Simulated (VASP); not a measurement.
# TiTl (Fm-3m) in VASP: single point with r2SCAN

Aim: the single point of TiTl with r2SCAN.

All numbers are computed with VASP 6.6.1; they aren't measurements. Logs are shortened: lines on timing, memory, paths and dates and some standing lists are left out, and cuts for length are marked.

### 1 The cell of the first run

It takes space group Fm-3m (No. 225, cubic). The conventional cell has a = 5.695 Å, b = 5.695 Å, c = 5.695 Å, α = 90.00°, β = 90.00°, γ = 90.00°. Tl (site symmetry m-3m) has 6 Ti at 2.85 Å within 3.8 Å. Within 3.8 Å of Ti (site symmetry m-3m) lie 6 Tl at 2.85 Å.

### 2 Single point, r2SCAN

POSCAR reads:

```
TiTl
1.0
    0.0000000000      2.8474520000      2.8474520000
    2.8474520000      0.0000000000      2.8474520000
    2.8474520000      2.8474520000      0.0000000000
Tl Ti
1 1
Direct
    0.0000000000      0.0000000000      0.0000000000
    0.5000000000      0.5000000000      0.5000000000
```

INCAR.step1 reads:

```
ALGO = Normal ; EDIFF = 1E-5
ENCUT = 550 ; GGA = PE
GGA_COMPAT = F ; ISMEAR = 1
LASPH = T ; LCHARG = F
LREAL = F ; LWAVE = T
NBANDS = 20 ; NELM = 120
PREC = Accurate ; SIGMA = 0.0519
```

INCAR.step2 reads:

```
ALGO = Normal ; EDIFF = 1E-6
ENCUT = 550 ; GGA_COMPAT = F
ISIF = 2 ; ISMEAR = 1
ISTART = 1 ; LASPH = T
LCHARG = F ; LMIXTAU = T
LREAL = F ; LWAVE = F
METAGGA = R2SCAN ; NBANDS = 20
NELM = 120 ; PREC = Accurate
SIGMA = 0.0519
```

KPOINTS reads:

```
k-points
0
Gamma
  8 8 8
```

Potentials or basis: VASP PAW PBE potentials, release 64 (Tl_d, Ti_sv).

Run with:

```console
$ cat potpaw_PBE.64/Tl_d/POTCAR potpaw_PBE.64/Ti_sv/POTCAR > POTCAR
$ cp INCAR.step1 INCAR
$ mpirun -np 1 vasp_std > vasp.out
$ cp INCAR.step2 INCAR
$ mpirun -np 1 vasp_std > vasp.out
```

OUTCAR:

```text
EDIFF = 1E-6
   ENCUT = 550
   ISIF = 2
   ISMEAR = 1
   ISTART = 1
   LASPH = T
   LREAL = F
   METAGGA = R2SCAN
   NELM = 120
   PREC = Accurate

 ion  position               nearest neighbor table
   1  0.000  0.000  0.000-   2 2.85   2 2.85   2 2.85   2 2.85   2 2.85   2 2.85
   2  0.500  0.500  0.500-   1 2.85   1 2.85   1 2.85   1 2.85   1 2.85   1 2.85

  LATTYP: Found a face centered cubic cell.
 ALAT       =     5.6949040000

  Lattice vectors:

 A1 = (   0.0000000000,   2.8474520000,   2.8474520000)
 A2 = (   2.8474520000,   0.0000000000,   2.8474520000)
 A3 = (   2.8474520000,   2.8474520000,   0.0000000000)

Analysis of symmetry for initial positions (statically):
=====================================================================
 Subroutine PRICEL returns:
 Original cell was already a primitive cell.

 Routine SETGRP: Setting up the symmetry group for a
 face centered cubic supercell.

 Subroutine GETGRP returns: Found 48 space group operations
 (whereof 48 operations were pure point group operations)
 out of a pool of 48 trial point group operations.

The static configuration has the point symmetry O_h .

Analysis of symmetry for dynamics (positions and initial velocities):
=====================================================================
 Subroutine PRICEL returns:
 Original cell was already a primitive cell.

 Routine SETGRP: Setting up the symmetry group for a
 face centered cubic supercell.

 Subroutine GETGRP returns: Found 48 space group operations
 (whereof 48 operations were pure point group operations)
 out of a pool of 48 trial point group operations.

The dynamic configuration has the point symmetry O_h .

 Subroutine INISYM returns: Found 48 space group operations
 (whereof 48 operations are pure point group operations),
 and found     1 'primitive' translations

----------------------------------------------------------------------------------------

                                     Primitive cell

  volume of cell :      46.1742

  direct lattice vectors                    reciprocal lattice vectors
     0.000000000  2.847452000  2.847452000    -0.175595585  0.175595585  0.175595585
     2.847452000  0.000000000  2.847452000     0.175595585 -0.175595585  0.175595585
     2.847452000  2.847452000  0.000000000     0.175595585  0.175595585 -0.175595585

  length of vectors
     4.026905237  4.026905237  4.026905237     0.304140475  0.304140475  0.304140475

  position of ions in fractional coordinates (direct lattice)
     0.000000000  0.000000000  0.000000000
[... 77 lines left out ...]
   NELM   =    120;   NELMIN=  2; NELMDL=  0     # of ELM steps
   EDIFF  = 0.1E-05   stopping-criterion for ELM
   LREAL  =      F    real-space projection
   EDIFFG = 0.1E-04   stopping-criterion for IOM
   NSW    =      0    number of steps for IOM
   IBRION =     -1    ionic relax: 0-MD 1-quasi-New 2-CG
   NFREE  =      0    steps in history (QN), initial steepest desc. (CG)
   ISIF   =      2    stress and relaxation
   ISYM   =      2    0-nonsym 1-usesym 2-fastsym
   POTIM  = 0.5000    time-step for ionic-motion
   TEBEG  =    0.0;   TEEND  =   0.0 temperature during run
   PSTRESS=    0.0 pullay stress
   NELECT =      25.0000    total number of electrons
   NUPDOWN=      -1.0000    fix difference up-down
   EMIN   =  10.00;   EMAX   =-10.00  energy-range for DOS
   EFERMI =   0.00;   METHOD = LEGACY
   ISMEAR =     1;   SIGMA  =   0.05  broadening in eV -4-tet -1-fermi 0-gaus
   EFERMI_NEDOS =   21; number of points for ismear=-14 and -15
   IALGO  =     38    algorithm
   IMIX   =      4    mixing-type and parameters
     AMIX     =   0.40;   BMIX     =  1.00
     AMIX_MAG =   1.60;   BMIX_MAG =  1.00
  volume/ion in A,a.u.               =      23.09       155.80
  Fermi-wavevector in a.u.,A,eV,Ry     =   1.334305  2.521471 24.223400  1.780370
  Thomas-Fermi vector in A             =   2.463097
   LORBIT       =      0    0 simple, 1 ext, 2 COOP (PROOUT), +10 PAW based schemes
   METAGGA = R2SCAN    functional components
   LHFCALC =     F    Hartree Fock is set to
   AEXX    =    0.0000 exact exchange contribution
   IVDW    =     0    specifies the selected vdW correction
   LEPSILON=     F    determine dielectric tensor
   LRPA    =     F    only Hartree local field effects (RPA)
 non-spin polarized calculation
 Methfessel and Paxton  Order N= 1 SIGMA  =   0.05
  energy-cutoff  :      550.00
  volume of cell :       46.17
 maximum number of plane-waves:      1366
   NGX = 15   NGY = 15   NGZ = 15

 number of electron      25.0000005 magnetization

 Free energy of the ion-electron system (eV)
  ---------------------------------------------------
  ext. energy  EPLUGINS =         0.00000000
  ---------------------------------------------------
  free energy    TOTEN  =       -65.35782537 eV

  energy without entropy =      -65.35817871  energy(sigma->0) =      -65.35794315

 E-fermi :   6.8966     XC(G=0): -11.5107

 val. band max:        6.8965603446   @ k =   0.5000   0.3750   0.1250
 cond. band min:       6.9302017173   @ k =   0.3750   0.2500   0.1250
 fundamental gap:      0.0336413727
 Fermi energy:         6.8966166185

 k-point     1 :       0.0000    0.0000    0.0000
  band No.  band energies     occupation
      1     -52.6761      2.00000
      2     -27.8893      2.00000
      3     -27.8893      2.00000
      4     -27.8893      2.00000
      5      -4.8923      2.00000
      6      -4.8923      2.00000
[... 541 lines left out ...]
     19      15.6580      0.00000
     20      16.7139      0.00000

 [... further k-points ...]

------------------------ aborting loop because EDIFF is reached ----------------------------------------

  FORCE on cell =-STRESS in cart. coord.  units (eV):
  Direction    XX          YY          ZZ          XY          YZ          ZX
  --------------------------------------------------------------------------------------
  -------------------------------------------------------------------------------------
  Total       -0.7919006     -0.7919006     -0.7919006      0.0000000     -0.0000000      0.0000000
  in kB      -27.4778057    -27.4778057    -27.4778057      0.0000000     -0.0000000      0.0000000
  external PRESSURE =     -27.4778057 kB  Pullay stress =       0.0000000 kB

 VOLUME and BASIS-vectors are now :
 -----------------------------------------------------------------------------
  energy-cutoff  :      550.00
  volume of cell :       46.17
      direct lattice vectors                 reciprocal lattice vectors
     0.000000000  2.847452000  2.847452000    -0.175595585  0.175595585  0.175595585
     2.847452000  0.000000000  2.847452000     0.175595585 -0.175595585  0.175595585
     2.847452000  2.847452000  0.000000000     0.175595585  0.175595585 -0.175595585

 POSITION                                       TOTAL-FORCE (eV/Angst)
 -----------------------------------------------------------------------------------
      0.00000      0.00000      0.00000         0.000000      0.000000      0.000000
      2.84745      2.84745      2.84745        -0.000000     -0.000000     -0.000000
 -----------------------------------------------------------------------------------
    total drift:                                0.000000     -0.000000      0.000000

  FREE ENERGIE OF THE ION-ELECTRON SYSTEM (eV)
  ---------------------------------------------------
  free  energy   TOTEN  =       -65.3578253680 eV

  energy  without entropy=      -65.3581787149  energy(sigma->0) =      -65.35794315
```

OSZICAR.step1:

```text
N       E                     dE             d eps       ncg     rms          rms(c)
DAV:   1     0.214889728264E+03    0.21489E+03   -0.13248E+04  1168   0.136E+03
DAV:   2     0.532435686632E+01   -0.20957E+03   -0.20471E+03  1172   0.379E+02
DAV:   3    -0.100031470701E+02   -0.15328E+02   -0.15104E+02  2020   0.828E+01
DAV:   4    -0.108069706764E+02   -0.80382E+00   -0.80102E+00  1304   0.148E+01
DAV:   5    -0.108341703976E+02   -0.27200E-01   -0.27198E-01  1496   0.273E+00    0.903E+00
DAV:   6    -0.943708987196E+01    0.13971E+01   -0.82011E+00  1232   0.243E+01    0.422E+00
DAV:   7    -0.915225728199E+01    0.28483E+00   -0.21550E+00  1268   0.124E+01    0.215E+00
DAV:   8    -0.913798028942E+01    0.14277E-01   -0.19021E-01  1340   0.346E+00    0.103E+00
DAV:   9    -0.913743433202E+01    0.54596E-03   -0.66889E-02  1300   0.229E+00    0.406E-01
DAV:  10    -0.913494084829E+01    0.24935E-02   -0.86742E-03  1280   0.752E-01    0.527E-02
DAV:  11    -0.913496709615E+01   -0.26248E-04   -0.53536E-04  1444   0.178E-01    0.180E-02
DAV:  12    -0.913496954139E+01   -0.24452E-05   -0.23554E-05  1128   0.383E-02
   1 F= -.91349695E+01 E0= -.91347653E+01  d E =-.612797E-03
```

Run time: 2.4 min. Hardware: 1 thread of AMD EPYC 7R43 (Zen 3), shared host; peak memory 0.17 GiB.

What came out:

```yaml
Free_energy: -65.3578 eV
Pressure: -2.7 GPa
Band_gap_on_the_k_mesh: zero (an odd number of electrons rules out a gap without spin polarisation)
```

Caveat: the PAW data sets were made with another functional, which shifts forces and pressure a little; spin-orbit coupling is left out, which moves the levels of the heavy elements.
